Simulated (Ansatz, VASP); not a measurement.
## Two plane-wave programs on NaI

```xyz
2
Lattice="0.0000 3.2364 3.2364 3.6610 0.0000 3.2364 3.6610 3.2364 0.0000" Properties=species:S:1:pos:R:3 pbc="T T T"
Na    0.0000    0.0000    0.0000
I     3.6610    3.2364    3.2364
```

Change from the starting cell: strain +0.1312 x Voigt [1, 0, 0, 0, 0, 0], atoms carried along.

Alike in both runs: task single point; functional r2SCAN; k mesh 6 × 6 × 6; occupations gaussian, width 0.05 eV; no spin polarisation.

|  | VASP | Ansatz |
| --- | --- | --- |
| version | VASP 6.6.1 | Ansatz 0.2.0 |
| potentials or method | VASP PAW PBE potentials, release 64 (Na_pv, I), cutoff 520 eV | scalar-relativistic, plane waves, PAW |
| valence electrons in the cell | 14 | 26 |

```tsv
	VASP	Ansatz	Ansatz less VASP
gap on the k mesh at the Fermi level (eV)	4.09	4.08	-0.006
least direct gap on the mesh (eV)	4.09	4.08	-0.006
pressure (GPa)	-1.3	-1.2	+0.04
traceless stress, the component that is largest in VASP (GPa)	-0.77	-0.78	-0.010
```

VASP's potentials were made for PBE, not for r2SCAN. VASP's potentials hold 14 valence electrons a cell and Ansatz's 26, so a difference there can come from the potentials and not from the codes.

Neither program's run includes spin-orbit coupling.
